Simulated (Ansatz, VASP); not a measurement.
InSe: VASP beside Ansatz

The input INCAR:

```
SYSTEM = InSe
PREC = Accurate
ENCUT = 520
EDIFF = 1E-6
ISMEAR = -1
SIGMA = 0.02
LREAL = .False.
LASPH = .True.
NELM = 100
ALGO = Normal
ISIF = 2
LWAVE = .False.
LCHARG = .True.
GGA = PS
LELF = .True.
LVHAR = .True.
NBANDS = 27
```

KPOINTS

```
Automatic mesh
0
Gamma
  7 7 6
  0 0 0
```

File POSCAR:

```
InSe
1.0
    5.8873975131     -2.0618272927      0.0000000000
    5.8873975131      2.0618272927      0.0000000000
   -1.6047294086      0.0000000000      4.3380208189
In Se
2 2
Direct
    0.8840000000      0.8840000000      0.0050000000
    0.1160000000      0.1160000000      0.9950000000
    0.6600000000      0.6600000000      0.6420000000
    0.3400000000      0.3400000000      0.3580000000
```

Input for Ansatz:

```yaml
crystal:
  lattice:
    - [5.8873975131, -2.0618272927, 0.0]
    - [5.8873975131, 2.0618272927, 0.0]
    - [-1.6047294086, 0.0, 4.3380208189]
  atoms:
    - { symbol: In, position: [0.884, 0.884, 0.005] }
    - { symbol: In, position: [0.116, 0.116, 0.995] }
    - { symbol: Se, position: [0.66, 0.66, 0.642] }
    - { symbol: Se, position: [0.34, 0.34, 0.358] }
kpoints:
  mp_grid: { grid: [7, 7, 6] }
  band_path:
    path:
      - [0.0, 0.0, 0.0]
      - [-0.2848576481, 0.2848576481, 0.0]
      - [-0.7151423519, -0.2848576481, 0.0]
      - [-0.5, -0.5, 0.0]
      - [0.0, 0.0, 0.0]
      - [-0.5, -0.5, 0.5]
      - [-0.7459295213, -0.2540704787, 0.5]
      - [-0.2540704787, 0.2540704787, 0.5]
      - [0.0, 0.0, 0.5]
    npoints: 5
scf:
  occupations: { method: fermi_dirac, width: 0.02 }
hamiltonian:
  xc: pbesol
  pseudopotentials: { kind: all_electron, lapw: { basis_error: 0.0005 } }
output:
  forces: true
  stress: true
  eigenvalues: true
```

Change from the starting cell: volume scaled by 1.01.

Alike in both runs: task single point; functional PBEsol; k mesh 7 × 7 × 6; occupations fermi-dirac, width 0.02 eV; no spin polarisation.

|  | VASP | Ansatz |
| --- | --- | --- |
| version | VASP 6.6.1 | Ansatz 0.2.0 |
| potentials or method | VASP PAW PBE potentials, release 64 (In_d, Se), cutoff 520 eV | all-electron LAPW, scalar-relativistic |

```tsv
	VASP	Ansatz	Ansatz less VASP
gap on the k mesh at the Fermi level (eV)	0.86	0.87	+0.005
pressure (GPa)	-0.6	-0.7	-0.07
traceless stress, the component that is largest in VASP (GPa)	2.07	2.05	-0.021
rms of the force components (eV/Å)	0.354	0.354	+0.0006
```

VASP's potentials were made for PBE, not for PBEsol. Atom by atom the forces differ by 0.009 eV/Å (rms over components). Ansatz ran all-electron here, and VASP with PAW potentials.
